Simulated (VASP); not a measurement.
Rh: single point with LDA

The system is Rh.

```
CELL_PARAMETERS angstrom
2.26757 0.00000 0.00000
-1.13379 2.47005 0.00000
0.00000 0.00000 9.30216
ATOMIC_POSITIONS crystal
Rh 0.00000 0.00000 0.00000
Rh 0.33333 0.66667 0.25000
Rh 0.00000 0.00000 0.50000
Rh 0.66667 0.33333 0.75000
```

This cell differs from its parent crystal: strain +e along x and -e along y -0.1100, strain +e along z and -e/2 along x and y +0.0733.

```json
{
 "Program": "VASP 6.6.1",
 "Task": "single point",
 "Functional": "LDA",
 "Potentials or basis": "VASP PAW LDA potentials, release 64 (Rh_pv)",
 "Cutoff": "520 eV",
 "k mesh": "18 × 18 × 6",
 "Occupations": "gaussian, width 0.15 eV",
 "Spin": "no spin polarisation"
}
```

```json
{
  "Pressure": "30.7 GPa",
  "Largest force": "0.399 eV/Å",
  "Band gap on the k mesh": "zero (bands 30 and 31 overlap by 2.59 eV)"
}
```

Forces on the atoms (eV/Å):
```
Rh   0.000  0.000  0.000
Rh   0.000 -0.399  0.000
Rh   0.000  0.000  0.000
Rh   0.000  0.399  0.000
```

Stress tensor (GPa, compression positive):
```
111.31   0.00   0.00
  0.00  -7.96   0.00
  0.00   0.00 -11.38
```

Levels at points of the mesh, in eV from the Fermi level:
```csv
k point,band 26,band 27,band 28,band 29,band 30,band 31,band 32,band 33,band 34,band 35
"(0.00, 0.00, 0.00)",-0.96,-0.94,-0.76,-0.72,-0.69,-0.42,-0.05,-0.01,0.39,0.64
"(0.50, 0.00, 0.00)",-0.09,0.14,0.16,0.93,0.98,1.63,1.96,2.74,3.65,6.04
"(0.00, 0.50, 0.00)",0.10,0.35,0.75,0.94,1.17,1.20,1.25,1.35,1.36,3.38
"(0.00, 0.00, 0.50)",-1.41,-0.86,-0.86,-0.82,-0.82,-0.33,-0.33,0.16,0.16,0.95
"(0.50, 0.00, 0.50)",-0.77,-0.44,-0.44,1.03,1.03,1.20,1.20,4.30,4.30,5.80
"(0.00, 0.50, 0.50)",-0.65,0.86,0.86,1.21,1.21,1.34,1.34,2.15,2.15,3.17
```

It took 16 min on 1 thread of Oxide Virtual Turin-like Processor (shared host), peak memory 0.5 GiB.

Caveat: the cell differs from its parent crystal (strain +e along x and -e along y -0.1100, strain +e along z and -e/2 along x and y +0.0733); the cell stands under pressure.
